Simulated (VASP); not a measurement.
# Mg (P6_3/mmc) in VASP: notebook

Mg is run at these levels: PBEsol; tasks: single point, relaxation of cell and atoms.

All numbers are computed with VASP 6.6.1; they aren't measurements. Logs are shortened: lines on timing, memory, paths and dates and some standing lists are left out, and cuts for length are marked.

## 1. The cell of the first run

It takes space group P6_3/mmc (No. 194, hexagonal). The conventional cell has a = 3.164 Å, b = 3.164 Å, c = 5.192 Å, α = 90.00°, β = 90.00°, γ = 120.00°. Mg (site symmetry -6m2) has 12 Mg at 3.16 to 3.17 Å within 4.2 Å.

## 2. Single point, PBEsol

File INCAR:

```
SYSTEM = Mg
  ALGO = Normal
  EDIFF = 1E-6
  ENCUT = 520
  GGA = PS
  ISIF = 2
  ISMEAR = 1
  LASPH = .TRUE.
  LCHARG = .TRUE.
  LELF = .TRUE.
  LREAL = .FALSE.
  LVHAR = .TRUE.
  LWAVE = .FALSE.
  NBANDS = 9
  NELM = 80
  PREC = Accurate
  SIGMA = 0.02
```

File KPOINTS:

```
k-points
0
G
  6 6 4
  0 0 0
```

File POSCAR:

```
Mg
1.0
    3.1644440850      0.0000000000      0.0000000000
   -1.5822220425      2.7404889665      0.0000000000
    0.0000000000      0.0000000000      5.1919428090
Mg
2
Direct
    0.3333333333      0.6666666667      0.2500000000
    0.6666666667      0.3333333333      0.7500000000
```

Potentials or basis: VASP PAW PBE potentials, release 64 (Mg).

Run with:

```bash
$ cat potpaw_PBE.64/Mg/POTCAR > POTCAR
$ mpirun -np 1 vasp_std > vasp.out
```

OUTCAR:

```text
SYSTEM = Mg
   EDIFF = 1E-6
   ENCUT = 520
   GGA = PS
   ISIF = 2
   ISMEAR = 1
   LASPH = .TRUE.
   LREAL = .FALSE.
   NELM = 80
   PREC = Accurate

 ion  position               nearest neighbor table
   1  0.333  0.667  0.250-   2 3.17   2 3.17   2 3.17   2 3.17   2 3.17   2 3.17
   2  0.667  0.333  0.750-   1 3.17   1 3.17   1 3.17   1 3.17   1 3.17   1 3.17

  LATTYP: Found a hexagonal cell.
 ALAT       =     3.1644440850
 C/A-ratio  =     1.6407124504

  Lattice vectors:

 A1 = (   3.1644440850,   0.0000000000,   0.0000000000)
 A2 = (  -1.5822220425,   2.7404889665,   0.0000000000)
 A3 = (   0.0000000000,   0.0000000000,   5.1919428090)

Analysis of symmetry for initial positions (statically):
=====================================================================
 Subroutine PRICEL returns:
 Original cell was already a primitive cell.

 Routine SETGRP: Setting up the symmetry group for a
 hexagonal supercell.

 Subroutine GETGRP returns: Found 24 space group operations
 (whereof 12 operations were pure point group operations)
 out of a pool of 24 trial point group operations.

The static configuration has the point symmetry D_3d.
 The point group associated with its full space group is D_6h.

Analysis of symmetry for dynamics (positions and initial velocities):
=====================================================================
 Subroutine PRICEL returns:
 Original cell was already a primitive cell.

 Routine SETGRP: Setting up the symmetry group for a
 hexagonal supercell.

 Subroutine GETGRP returns: Found 24 space group operations
 (whereof 12 operations were pure point group operations)
 out of a pool of 24 trial point group operations.

The dynamic configuration has the point symmetry D_3d.
 The point group associated with its full space group is D_6h.

 Subroutine INISYM returns: Found 24 space group operations
 (whereof 12 operations are pure point group operations),
 and found     1 'primitive' translations

----------------------------------------------------------------------------------------

                                     Primitive cell

  volume of cell :      45.0252

  direct lattice vectors                    reciprocal lattice vectors
     3.164444085  0.000000000  0.000000000     0.316011272  0.182449193  0.000000000
    -1.582222042  2.740488967  0.000000000     0.000000000  0.364898386  0.000000000
     0.000000000  0.000000000  5.191942809     0.000000000  0.000000000  0.192606128

  length of vectors
     3.164444085  3.164444085  5.191942809     0.364898386  0.364898386  0.192606128

  position of ions in fractional coordinates (direct lattice)
     0.333333333  0.666666667  0.250000000
     0.666666667  0.333333333  0.750000000

  ion indices of the primitive-cell ions
   primitive index   ion index
                 1           1
                 2           2

----------------------------------------------------------------------------------------

 KPOINTS: k-points

Automatic generation of k-mesh.
 Grid dimensions read from file:
 generate k-points for:    6    6    4

 Generating k-lattice:

  Cartesian coordinates                     Fractional coordinates (reciprocal lattice)
     0.052668545  0.030408199  0.000000000     0.166666667 -0.000000000  0.000000000
     0.000000000  0.060816398  0.000000000     0.000000000  0.166666667  0.000000000
     0.000000000  0.000000000  0.048151532     0.000000000  0.000000000  0.250000000

  Length of vectors
     0.060816398  0.060816398  0.048151532

  Shift w.r.t. Gamma in fractional coordinates (k-lattice)
     0.000000000  0.000000000  0.000000000

 Subroutine IBZKPT returns following result:
 ===========================================

 Found     21 irreducible k-points:

 Following reciprocal coordinates:
            Coordinates               Weight
  0.000000  0.000000  0.000000      1.000000
  0.166667  0.000000  0.000000      6.000000
  0.333333  0.000000  0.000000      6.000000
  0.500000 -0.000000  0.000000      3.000000
  0.166667  0.166667  0.000000      6.000000
  0.333333  0.166667  0.000000     12.000000
[... 13 lines left out ...]
  0.333333  0.166667  0.500000     12.000000
  0.333333  0.333333  0.500000      2.000000
   k-points           NKPTS =     21   k-points in BZ     NKDIM =     21   number of bands    NBANDS=      9
   number of dos      NEDOS =    301   number of ions     NIONS =      2
   total plane-waves  NPLWV =  23040
   dimension x,y,z NGX =    24 NGY =   24 NGZ =   40
   dimension x,y,z NGXF=    48 NGYF=   48 NGZF=   80
   ions per type =               2
   NGX,Y,Z   is equivalent  to a cutoff of  12.61, 12.61, 12.81 a.u.
   NGXF,Y,Z  is equivalent  to a cutoff of  25.22, 25.22, 25.62 a.u.
 SYSTEM =  Mg
   PREC   = accura    normal or accurate (medium, high low for compatibility)
   ISTART =      0    job   : 0-new  1-cont  2-samecut
   ICHARG =      2    charge: 1-file 2-atom 10-const
   ISPIN  =      1    spin polarized calculation?
   LNONCOLLINEAR =      F non collinear calculations
   LSORBIT =      F    spin-orbit coupling
   LASPH  =      T    aspherical Exc in radial PAW
   ENCUT  =  520.0 eV  38.22 Ry    6.18 a.u.   5.88  5.88  9.65*2*pi/ulx,y,z
   NELM   =     80;   NELMIN=  2; NELMDL= -5     # of ELM steps
   EDIFF  = 0.1E-05   stopping-criterion for ELM
   LREAL  =      F    real-space projection
   EDIFFG = 0.1E-04   stopping-criterion for IOM
   NSW    =      0    number of steps for IOM
   IBRION =     -1    ionic relax: 0-MD 1-quasi-New 2-CG
   NFREE  =      0    steps in history (QN), initial steepest desc. (CG)
   ISIF   =      2    stress and relaxation
   ISYM   =      2    0-nonsym 1-usesym 2-fastsym
   POTIM  = 0.5000    time-step for ionic-motion
   TEBEG  =    0.0;   TEEND  =   0.0 temperature during run
   PSTRESS=    0.0 pullay stress
   NELECT =       4.0000    total number of electrons
   NUPDOWN=      -1.0000    fix difference up-down
   EMIN   =  10.00;   EMAX   =-10.00  energy-range for DOS
   EFERMI =   0.00;   METHOD = LEGACY
   ISMEAR =     1;   SIGMA  =   0.02  broadening in eV -4-tet -1-fermi 0-gaus
   EFERMI_NEDOS =   21; number of points for ismear=-14 and -15
   IALGO  =     38    algorithm
   IMIX   =      4    mixing-type and parameters
     AMIX     =   0.40;   BMIX     =  1.00
     AMIX_MAG =   1.60;   BMIX_MAG =  1.00
  volume/ion in A,a.u.               =      22.51       151.92
  Fermi-wavevector in a.u.,A,eV,Ry     =   0.730482  1.380411  7.260129  0.533604
  Thomas-Fermi vector in A             =   1.822463
   LORBIT       =      0    0 simple, 1 ext, 2 COOP (PROOUT), +10 PAW based schemes
   GGA     = PS    functional components
   LHFCALC =     F    Hartree Fock is set to
   AEXX    =    0.0000 exact exchange contribution
   IVDW    =     0    specifies the selected vdW correction
   LEPSILON=     F    determine dielectric tensor
   LRPA    =     F    only Hartree local field effects (RPA)
 non-spin polarized calculation
 Methfessel and Paxton  Order N= 1 SIGMA  =   0.02
  energy-cutoff  :      520.00
  volume of cell :       45.03
 maximum number of plane-waves:      1236
 NGX is ok and might be reduce to    24
   NGX = 11   NGY = 11   NGZ = 19

 number of electron       4.0000000 magnetization

 Free energy of the ion-electron system (eV)
  ---------------------------------------------------
  ext. energy  EPLUGINS =         0.00000000
  ---------------------------------------------------
  free energy    TOTEN  =        -3.38137320 eV

  energy without entropy =       -3.38102936  energy(sigma->0) =       -3.38125859

 E-fermi :   2.5954     XC(G=0):  -8.5954

 val. band max:        2.4530508627   @ k =   0.1667   0.1667   0.0000
 cond. band min:       2.6016266766   @ k =   0.3333   0.1667   0.0000
 fundamental gap:      0.1485758139
 Fermi energy:         2.5953958171

 k-point     1 :       0.0000    0.0000    0.0000
  band No.  band energies     occupation
      1      -4.3197      2.00000
      2       0.9237      2.00000
      3       1.3566      2.00000
      4      13.8445      0.00000
      5      13.8445      0.00000
      6      14.0282      0.00000
      7      14.0282      0.00000
      8      14.5555      0.00000
      9      16.4277      0.00000

 k-point     2 :       0.1667    0.0000    0.0000
  band No.  band energies     occupation
      1      -3.7631      2.00000
      2       1.4329      2.00000
      3       1.8931      2.00000
      4       8.9905      0.00000
      5      11.6212      0.00000
      6      12.1847      0.00000
      7      13.7162      0.00000
      8      14.5958      0.00000
      9      16.2006      0.00000

 k-point     3 :       0.3333    0.0000    0.0000
  band No.  band energies     occupation
      1      -2.1134      2.00000
      2       2.9637     -0.00000
      3       3.2324      0.00000
      4       4.6556      0.00000
      5       9.1374      0.00000
      6       9.2867      0.00000
      7      10.2325      0.00000
      8      11.9897      0.00000
      9      14.6064      0.00000

 k-point     4 :       0.5000   -0.0000    0.0000
  band No.  band energies     occupation
      1       0.5413      2.00000
      2       0.5883      2.00000
      3       5.3698      0.00000
      4       5.6965      0.00000
      5       5.9507      0.00000
      6       6.3970      0.00000
      7       9.7711      0.00000
      8      11.1941      0.00000
      9      14.0726      0.00000
[... 169 lines left out ...]
 k-point    19 :       0.1667    0.1667    0.5000
  band No.  band energies     occupation
      1      -1.2951      2.00000
      2      -1.2951      2.00000
      3       7.7253      0.00000
      4       7.7253      0.00000
      5       8.1177      0.00000
      6       8.1177      0.00000
      7      10.0153      0.00000
      8      10.0153      0.00000
      9      17.0792      0.00000

 k-point    20 :       0.3333    0.1667    0.5000
  band No.  band energies     occupation
      1       0.8252      2.00000
      2       0.8252      2.00000
      3       4.0289      0.00000
      4       4.0289      0.00000
      5       7.2068      0.00000
      6       7.2068      0.00000
      7      11.5133      0.00000
      8      11.5133      0.00000
      9      14.3081      0.00000

 k-point    21 :       0.3333    0.3333    0.5000
  band No.  band energies     occupation
      1       2.9169     -0.00000
      2       2.9169     -0.00000
      3       3.3633      0.00000
      4       3.3633      0.00000
      5       4.3405      0.00000
      6       4.3405      0.00000
      7      13.6302      0.00000
      8      13.6303      0.00000
      9      13.7776      0.00000

------------------------ aborting loop because EDIFF is reached ----------------------------------------

  FORCE on cell =-STRESS in cart. coord.  units (eV):
  Direction    XX          YY          ZZ          XY          YZ          ZX
  --------------------------------------------------------------------------------------
  -------------------------------------------------------------------------------------
  Total       -0.0085398     -0.0085398     -0.0066042      0.0000000      0.0000000      0.0000000
  in kB       -0.3038805     -0.3038805     -0.2350048      0.0000000      0.0000000      0.0000000
  external PRESSURE =      -0.2809219 kB  Pullay stress =       0.0000000 kB

 VOLUME and BASIS-vectors are now :
 -----------------------------------------------------------------------------
  energy-cutoff  :      520.00
  volume of cell :       45.03
      direct lattice vectors                 reciprocal lattice vectors
     3.164444085  0.000000000  0.000000000     0.316011272  0.182449193  0.000000000
    -1.582222042  2.740488967  0.000000000     0.000000000  0.364898386  0.000000000
     0.000000000  0.000000000  5.191942809     0.000000000  0.000000000  0.192606128

 POSITION                                       TOTAL-FORCE (eV/Angst)
 -----------------------------------------------------------------------------------
     -0.00000      1.82699      1.29799        -0.000000      0.000000      0.000000
      1.58222      0.91350      3.89396         0.000000     -0.000000      0.000000
 -----------------------------------------------------------------------------------
    total drift:                                0.000000     -0.000000      0.000000

  FREE ENERGIE OF THE ION-ELECTRON SYSTEM (eV)
  ---------------------------------------------------
  free  energy   TOTEN  =        -3.3813732012 eV

  energy  without entropy=       -3.3810293559  energy(sigma->0) =       -3.38125859
```

Run time: 12 s. Hardware: 1 thread of Intel Xeon 8259CL, shared host; peak memory 0.15 GiB.

What came out:

| Property | Result |
| --- | --- |
| Free energy | -3.3814 eV |
| Pressure | 0.0 GPa |
| Band gap on the k mesh | zero (bands 2 and 3 overlap by 1.61 eV) |

Levels at points of the mesh, in eV from the Fermi level:
```
           k point  band 1  band 2  band 3  band 4  band 5  band 6
(0.00, 0.00, 0.00)   -6.92   -1.67   -1.24   11.25   11.25   11.43
(0.50, 0.00, 0.00)   -2.05   -2.01    2.77    3.10    3.36    3.80
(0.00, 0.00, 0.50)   -5.53   -5.53    5.03    5.03   11.99   11.99
(0.50, 0.00, 0.50)   -1.01   -1.01   -0.32   -0.32    8.18    8.18
```

Caveat: the k points lie up to 0.38 Å⁻¹ apart, too coarse for converged energies and pressures of a metal; the PAW data sets were made with another functional, which shifts forces and pressure a little.

(Part 1 of 2 ends here.)
